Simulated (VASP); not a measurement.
Runs of VASP 6.6.1 on Si2PRh2. The structure is tetragonal, space group I4/mmm (No. 139). The conventional cell has a = 3.913 Å, b = 3.913 Å, c = 9.604 Å, α = 90.00°, β = 90.00°, γ = 90.00°. Si (site symmetry 4mm) has 4 Rh at 2.23 Å and 1 Si at 2.65 Å and 4 P at 3.07 Å within 3.1 Å. Within 4.0 Å of P (site symmetry 4/mmm) lie 10 Si at 3.07 to 3.48 Å and 8 Rh at 3.10 Å and 4 P at 3.91 Å. Rh (site symmetry -4m2) has 4 Si at 2.23 Å and 4 Rh at 2.77 Å and 4 P at 3.10 Å within 3.1 Å. 

| level | spin | U | k mesh | smearing | gap on the mesh (eV) | pressure (GPa) | largest force (eV/Å) |
| --- | --- | --- | --- | --- | --- | --- | --- |
| revPBE | off | - | 5 × 5 × 5 | gaussian 0.0164 eV | none | 23.2 | 4.82 |
| PBE | off | - | 5 × 5 × 5 | gaussian 0.0164 eV | none | 21.3 | 4.70 |
| PBE+U | off | Rh d U = 4.0 eV | 5 × 5 × 5 | methfessel-paxton 0.01 eV | none | 15.5 | 3.93 |
| PBE | non-collinear, zero start, SOC | - | 6 × 6 × 6 | gaussian 0.0164 eV | - | (a) | 4.71 |

Alike in all rows: task single point; potentials or basis VASP PAW PBE potentials, release 64 (Si, P, Rh_pv); cell as given; cutoff (eV) 520.

Problem. Estimate the missing entries.

Solution. (a) 21.5.

Caveats: an odd number of electrons without spin polarisation forces a metal (at least some runs); a magnetic or distorted state may lie lower (at least some runs); the stress differs along the axes, from 10 to 30 GPa (at least some runs); the PAW data sets were made with another functional, which shifts forces and pressure a little (at least some runs); the stress differs along the axes, from 8 to 28 GPa (at least some runs); the stress differs along the axes, from 4 to 21 GPa (at least some runs); U without spin polarisation on a metal has little footing (at least some runs).

A k mesh can miss the band edges, and rows without SOC leave out spin-orbit coupling on Rh.

A gap of «none» marks levels without a gap at the run's occupations.
